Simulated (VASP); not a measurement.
Runs of VASP 6.6.1 on ZrH. The structure is that of space group P4_2/mmc (No. 131), or close to it. The cells are those of the table. 

```tsv
cell	gap on the mesh (eV)	pressure (GPa)
a = 3.125, b = 3.125, c = 4.883 Å, 4 atoms	none	13.2
a = 3.165, b = 3.165, c = 4.917 Å, 4 atoms	none	(a)
a = 3.204, b = 3.204, c = 4.950 Å, 4 atoms	none	3.7
a = 3.084, b = 3.084, c = 4.848 Å, 4 atoms	none	19.0
```

Alike in all rows: task single point; level r2SCAN; potentials or basis VASP PAW PBE potentials, release 64 (Zr_sv, H); no spin polarisation; k mesh 14 × 14 × 8; cutoff (eV) 520; smearing gaussian 0.1 eV.

**Question.** Fill in the values left out.

**Answer.** (a) 8.1.

Caveats: the cell stands under pressure; the PAW data sets were made with another functional, which shifts forces and pressure a little.

A k mesh can miss the band edges, and the runs leave out spin-orbit coupling on Zr.

A gap of «none» marks levels without a gap at the run's occupations.
